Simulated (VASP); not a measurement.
# Cd3F2 (R-3c) in VASP: single point with PBE

Aim: the single point of Cd3F2 with PBE.

Program: VASP 6.6.1. These are calculated values, not measurements. Logs are shortened: lines on timing, memory, paths and dates and some standing lists are left out, and cuts for length are marked.

### Step 1. The cell of the first run

The structure is trigonal, space group R-3c (No. 167). The conventional cell has a = 5.331 Å, b = 5.331 Å, c = 24.253 Å, α = 90.00°, β = 90.00°, γ = 120.00°. Cd (site symmetry 2) has 4 F at 2.39 to 3.18 Å and 4 Cd at 2.93 Å within 3.2 Å. F (site symmetry 3) has 6 Cd at 2.39 to 3.18 Å and 1 F at 2.69 Å within 3.2 Å.

### Step 2. Single point, PBE

Contents of INCAR:

```
ALGO = Normal
EDIFF = 1E-6
ENCUT = 520
GGA = PE
ISIF = 2
ISMEAR = 0
LASPH = T
LCHARG = F
LREAL = F
LWAVE = F
NBANDS = 61
NELM = 100
PREC = Accurate
SIGMA = 0.1
```

Contents of KPOINTS:

```
k-points
0
Gamma
  6 6 6
```

Contents of POSCAR:

```
Cd3F2
1.0
    2.6655256945      1.5389419772      8.0842787822
   -2.6655256945      1.5389419772      8.0842787822
    0.0000000000     -3.0778839546      8.0842787821
Cd F
6 4
Direct
    0.1195427419      0.3804572581      0.7500000000
    0.7500000000      0.1195427419      0.3804572581
    0.3804572581      0.7500000000      0.1195427419
    0.8804572581      0.6195427419      0.2500000000
    0.2500000000      0.8804572581      0.6195427419
    0.6195427419      0.2500000000      0.8804572581
    0.8055367120      0.8055367120      0.8055367120
    0.6944632880      0.6944632880      0.6944632880
    0.1944632880      0.1944632880      0.1944632880
    0.3055367120      0.3055367120      0.3055367120
```

Potentials or basis: VASP PAW PBE potentials, release 64 (Cd, F).

Launch:

```console
> cat potpaw_PBE.64/Cd/POTCAR potpaw_PBE.64/F/POTCAR > POTCAR
> mpirun -np 1 vasp_std > vasp.out
```

OUTCAR:

```text
EDIFF = 1E-6
   ENCUT = 520
   GGA = PE
   ISIF = 2
   ISMEAR = 0
   LASPH = T
   LREAL = F
   NELM = 100
   PREC = Accurate

 ion  position               nearest neighbor table
   1  0.120  0.380  0.750-   7 2.39   8 2.39   2 2.93   3 2.93   3 2.93   2 2.93   2 3.41   3 3.41

   2  0.750  0.120  0.380-   7 2.39   8 2.39   3 2.93   3 2.93   1 2.93   1 2.93   1 3.41   3 3.41

   3  0.380  0.750  0.120-   8 2.39   7 2.39   2 2.93   2 2.93   1 2.93   1 2.93   1 3.41   2 3.41
[... 7 lines left out ...]
   7  0.806  0.806  0.806-   2 2.39   1 2.39   3 2.39
   8  0.694  0.694  0.694-   3 2.39   1 2.39   2 2.39
   9  0.194  0.194  0.194-   5 2.39   4 2.39   6 2.39
  10  0.306  0.306  0.306-   6 2.39   4 2.39   5 2.39

  LATTYP: Found a trigonal (rhomboedric) cell.
 ALAT       =     8.6503718455
 COS(alpha) =     0.8100994645

  Lattice vectors:

 A1 = (   2.6655256945,   1.5389419772,   8.0842787822)
 A2 = (  -2.6655256945,   1.5389419772,   8.0842787822)
 A3 = (   0.0000000000,  -3.0778839546,   8.0842787821)

Analysis of symmetry for initial positions (statically):
=====================================================================
 Subroutine PRICEL returns:
 Original cell was already a primitive cell.

 Routine SETGRP: Setting up the symmetry group for a
 trigonal (rhombohedral) supercell.

 Subroutine GETGRP returns: Found 12 space group operations
 (whereof  6 operations were pure point group operations)
 out of a pool of 12 trial point group operations.

The static configuration has the point symmetry S_6 .
 The point group associated with its full space group is D_3d.

Analysis of symmetry for dynamics (positions and initial velocities):
=====================================================================
 Subroutine PRICEL returns:
 Original cell was already a primitive cell.

 Routine SETGRP: Setting up the symmetry group for a
 trigonal (rhombohedral) supercell.

 Subroutine GETGRP returns: Found 12 space group operations
 (whereof  6 operations were pure point group operations)
 out of a pool of 12 trial point group operations.

The dynamic configuration has the point symmetry S_6 .
 The point group associated with its full space group is D_3d.

 Subroutine INISYM returns: Found 12 space group operations
 (whereof  6 operations are pure point group operations),
 and found     1 'primitive' translations

----------------------------------------------------------------------------------------

                                     Primitive cell

[... 116 lines left out ...]
   PSTRESS=    0.0 pullay stress
   NELECT =     100.0000    total number of electrons
   NUPDOWN=      -1.0000    fix difference up-down
   EMIN   =  10.00;   EMAX   =-10.00  energy-range for DOS
   EFERMI =   0.00;   METHOD = LEGACY
   ISMEAR =     0;   SIGMA  =   0.10  broadening in eV -4-tet -1-fermi 0-gaus
   EFERMI_NEDOS =   21; number of points for ismear=-14 and -15
   IALGO  =     38    algorithm
   IMIX   =      4    mixing-type and parameters
     AMIX     =   0.40;   BMIX     =  1.00
     AMIX_MAG =   1.60;   BMIX_MAG =  1.00
  volume/ion in A,a.u.               =      19.90       134.27
  Fermi-wavevector in a.u.,A,eV,Ry     =   1.301594  2.459656 23.050277  1.694148
  Thomas-Fermi vector in A             =   2.432718
   LORBIT       =      0    0 simple, 1 ext, 2 COOP (PROOUT), +10 PAW based schemes
   GGA     = PE    functional components
   LHFCALC =     F    Hartree Fock is set to
   AEXX    =    0.0000 exact exchange contribution
   IVDW    =     0    specifies the selected vdW correction
   LEPSILON=     F    determine dielectric tensor
   LRPA    =     F    only Hartree local field effects (RPA)
 non-spin polarized calculation
 Gauss-broadening in eV      SIGMA  =   0.10
  energy-cutoff  :      520.00
  volume of cell :      198.97
 maximum number of plane-waves:      5378
   NGX = 33   NGY = 33   NGZ = 33

 number of electron     100.0000000 magnetization

 number of electron      99.9999989 magnetization

 Free energy of the ion-electron system (eV)
  ---------------------------------------------------
  ext. energy  EPLUGINS =         0.00000000
  ---------------------------------------------------
  free energy    TOTEN  =       -23.47003889 eV

  energy without entropy =      -23.46282258  energy(sigma->0) =      -23.46643074

 E-fermi :   1.5254     XC(G=0):  -9.6622

 val. band max:        1.5181524877   @ k =   0.1667   0.1667   0.1667
 cond. band min:       1.5274347575   @ k =   0.3333   0.1667   0.1667
 fundamental gap:      0.0092822698
 Fermi energy:         1.5254085728

 k-point     1 :       0.0000    0.0000    0.0000
  band No.  band energies     occupation
      1     -22.0314      2.00000
      2     -21.9484      2.00000
      3     -21.8083      2.00000
      4     -21.7340      2.00000
      5      -7.9884      2.00000
      6      -7.9823      2.00000
[... 1525 lines left out ...]
     60       7.5003      0.00000
     61       7.5926      0.00000

 [... further k-points ...]

------------------------ aborting loop because EDIFF is reached ----------------------------------------

  FORCE on cell =-STRESS in cart. coord.  units (eV):
  Direction    XX          YY          ZZ          XY          YZ          ZX
  --------------------------------------------------------------------------------------
  -------------------------------------------------------------------------------------
  Total        0.4165689      0.4165689      0.1912892     -0.0000000      0.0000000     -0.0000000
  in kB        3.3542832      3.3542832      1.5402935     -0.0000000      0.0000000     -0.0000000
  external PRESSURE =       2.7496200 kB  Pullay stress =       0.0000000 kB

 VOLUME and BASIS-vectors are now :
 -----------------------------------------------------------------------------
  energy-cutoff  :      520.00
  volume of cell :      198.97
      direct lattice vectors                 reciprocal lattice vectors
     2.665525694  1.538941977  8.084278782     0.187580259  0.108299513  0.041232291
    -2.665525694  1.538941977  8.084278782    -0.187580259  0.108299513  0.041232291
     0.000000000 -3.077883955  8.084278782     0.000000000 -0.216599026  0.041232291

 POSITION                                       TOTAL-FORCE (eV/Angst)
 -----------------------------------------------------------------------------------
     -0.69547     -1.53894     10.10535         0.042736      0.000000      0.000000
      1.68050      0.16717     10.10535        -0.021368      0.037010      0.000000
     -0.98503      1.37177     10.10535        -0.021368     -0.037010     -0.000000
      0.69547      1.53894     14.14749        -0.042736      0.000000      0.000000
     -1.68050     -0.16717     14.14749         0.021368     -0.037010     -0.000000
      0.98503     -1.37177     14.14749         0.021368      0.037010      0.000000
      0.00000     -0.00000     19.53655         0.000000     -0.000000      0.051096
      0.00000     -0.00000     16.84270         0.000000      0.000000     -0.051096
      0.00000     -0.00000      4.71629         0.000000      0.000000     -0.051096
      0.00000     -0.00000      7.41013         0.000000     -0.000000      0.051096
 -----------------------------------------------------------------------------------
    total drift:                                0.000000     -0.000000      0.000000

  FREE ENERGIE OF THE ION-ELECTRON SYSTEM (eV)
  ---------------------------------------------------
  free  energy   TOTEN  =       -23.4700388868 eV

  energy  without entropy=      -23.4628225844  energy(sigma->0) =      -23.46643074
```

OSZICAR:

```text
N       E                     dE             d eps       ncg     rms          rms(c)
DAV:   1     0.905462943782E+03    0.90546E+03   -0.53837E+04  3928   0.162E+03
DAV:   2     0.353912817013E+02   -0.87007E+03   -0.83723E+03  4117   0.439E+02
DAV:   3    -0.278130473864E+02   -0.63204E+02   -0.62598E+02  4323   0.120E+02
DAV:   4    -0.285698226282E+02   -0.75678E+00   -0.75583E+00  4166   0.128E+01
DAV:   5    -0.285732659901E+02   -0.34434E-02   -0.34433E-02  4131   0.837E-01    0.137E+01
DAV:   6    -0.232373559757E+02    0.53359E+01   -0.15821E+01  6476   0.476E+01    0.843E+00
DAV:   7    -0.236217810034E+02   -0.38443E+00   -0.53244E+00  3934   0.110E+01    0.617E+00
DAV:   8    -0.237478305456E+02   -0.12605E+00   -0.27341E+00  4884   0.828E+00    0.364E+00
DAV:   9    -0.234603097577E+02    0.28752E+00   -0.11131E+00  5093   0.701E+00    0.381E-01
DAV:  10    -0.234694303331E+02   -0.91206E-02   -0.89709E-02  3949   0.141E+00    0.143E-01
DAV:  11    -0.234699817804E+02   -0.55145E-03   -0.21282E-03  4146   0.280E-01    0.929E-02
DAV:  12    -0.234701484732E+02   -0.16669E-03   -0.18582E-03  4458   0.245E-01    0.935E-02
DAV:  13    -0.234700322839E+02    0.11619E-03   -0.48186E-04  4157   0.130E-01    0.889E-03
DAV:  14    -0.234700380432E+02   -0.57593E-05   -0.52748E-05  4012   0.308E-02    0.621E-03
DAV:  15    -0.234700388868E+02   -0.84364E-06   -0.33476E-06  3092   0.779E-03
   1 F= -.23470039E+02 E0= -.23466431E+02  d E =-.721630E-02
```

stdout:

```text
POSCAR found type information on POSCAR CdF
 POSCAR found :  2 types and      10 ions
 scaLAPACK will be used
 LDA part: xc-table for (Slater+PW92), standard interpolation
 POSCAR, INCAR and KPOINTS ok, starting setup
 FFT: planning ... GRIDC
 FFT: planning ... GRID_SOFT
 FFT: planning ... GRID
 WAVECAR not read
 entering main loop
```

Run time: 24 min. Hardware: 1 thread of Intel Xeon Platinum 8259CL at 2.50GHz (Skylake/Cascade Lake), shared host; peak memory 0.67 GiB.

What came out:

- Free energy: -23.4700 eV
- Pressure: 0.3 GPa
- Largest force: 0.051 eV/Å
- Band gap on the k mesh: zero (bands 50 and 51 overlap by 1.71 eV)

Forces in eV/Å, atoms in the order of the input:
```
Cd   0.043  0.000  0.000
Cd  -0.021  0.037  0.000
Cd  -0.021 -0.037  0.000
Cd  -0.043  0.000  0.000
Cd   0.021 -0.037  0.000
Cd   0.021  0.037  0.000
F    0.000  0.000  0.051
F    0.000  0.000 -0.051
F    0.000  0.000 -0.051
F    0.000  0.000  0.051
```
